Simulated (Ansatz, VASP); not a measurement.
# H: VASP beside Ansatz

The input INCAR:

```
SYSTEM = H
  PREC = Accurate
  ENCUT = 520
  EDIFF = 1E-6
  ISMEAR = 0
  SIGMA = 0.02
  LREAL = .FALSE.
  LASPH = .TRUE.
  NELM = 100
  ALGO = Normal
  ISIF = 2
  LWAVE = .FALSE.
  LCHARG = .FALSE.
  GGA = PS
  NBANDS = 10
```

The input KPOINTS:

```
Automatic mesh
0
G
  4 4 2
  0 0 0
```

File POSCAR:

```
H
1.0
    2.6106004258     -2.5489972608      0.0171045564
    2.5611606291      2.4984677729      0.0231136646
    0.0317472335      0.0048479850      4.1122446782
H
4
Direct
    0.9670020716      0.0132667702      0.0564372334
    0.4541963689      0.5721292699      0.4012082280
    0.5369673576      0.4431455253      0.4925972676
    0.0792056082      0.9373123850      0.9117002412
```

Input for Ansatz:

```yaml
crystal:
  lattice:
    - [2.6106004258, -2.5489972608, 0.0171045564]
    - [2.5611606291, 2.4984677729, 0.0231136646]
    - [0.0317472335, 0.004847985, 4.1122446782]
  atoms:
    - { symbol: H, position: [0.9670020716, 0.0132667702, 0.0564372334] }
    - { symbol: H, position: [0.4541963689, 0.5721292699, 0.401208228] }
    - { symbol: H, position: [0.5369673576, 0.4431455253, 0.4925972676] }
    - { symbol: H, position: [0.0792056082, 0.937312385, 0.9117002412] }
basis:
  ecutwfc: 420
kpoints:
  mp_grid: { grid: [4, 4, 2] }
hamiltonian:
  xc: pbesol
scf:
  occupations: { method: gaussian, width: 0.02 }
output:
  forces: true
  stress: true
  eigenvalues: true
```

Change from the starting cell: kmesh displaced: [4, 4, 2] Gamma-centred.

Alike in both runs: task single point; functional PBEsol; k mesh 4 × 4 × 2; occupations gaussian, width 0.02 eV; no spin polarisation.

|  | VASP | Ansatz |
| --- | --- | --- |
| version | VASP 6.6.1 | Ansatz 0.2.0 |
| potentials or method | VASP PAW PBE potentials, release 64 (H), cutoff 520 eV | scalar-relativistic, plane waves, PAW |
| valence electrons in the cell | 4 | 4 |

Ansatz gave:

```
gap on the k mesh at the Fermi level (eV)                     : 9.02
least direct gap on the mesh (eV)                             : 9.41
pressure (GPa)                                                : 2.8
traceless stress, the component that is largest in VASP (GPa) : -4.43
rms of the force components (eV/Å)                            : 1.860
```

Question: Which values does VASP return?

Answer: gap on the k mesh at the Fermi level (eV): 9.02; least direct gap on the mesh (eV): 9.41; pressure (GPa): 2.7; traceless stress, the component that is largest in VASP (GPa): -4.46; rms of the force components (eV/Å): 1.875.

VASP's potentials were made for PBE, not for PBEsol. Atom by atom the forces differ by 0.015 eV/Å (rms over components). With one functional, cell and mesh, what is left measures potentials, basis and numerics.

The k mesh is coarse, so the values compare programs but aren't converged.
